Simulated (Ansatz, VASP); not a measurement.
# Hf in VASP and in Ansatz

```
Hf
1.0
     3.19670    0.00000    0.00000
    -1.59835    2.76842    0.00000
     0.00000    0.00000    5.05780
Hf
2
Direct
  0.66667 0.33333 0.75000
  0.33333 0.66667 0.25000
```

Alike in both runs: task single point; functional PBE; k mesh 10 × 10 × 5; occupations gaussian, width 0.021 eV; no spin polarisation.

|  | VASP | Ansatz |
| --- | --- | --- |
| version | VASP 6.6.1 | Ansatz 0.2.0 |
| potentials or method | VASP PAW PBE potentials, release 64 (Hf_pv), cutoff 500 eV | all-electron LAPW, scalar-relativistic |

```csv
,VASP,Ansatz,Ansatz less VASP
gap on the k mesh at the Fermi level (eV),none,none,-
pressure (GPa),0.2,0.6,+0.46
"traceless stress, the component that is largest in VASP (GPa)",-0.23,-0.17,+0.059
```

A gap of «none» marks a metal or a gap that the smearing closes. Ansatz ran all-electron here, and VASP with PAW potentials.

Spin-orbit coupling is off throughout.
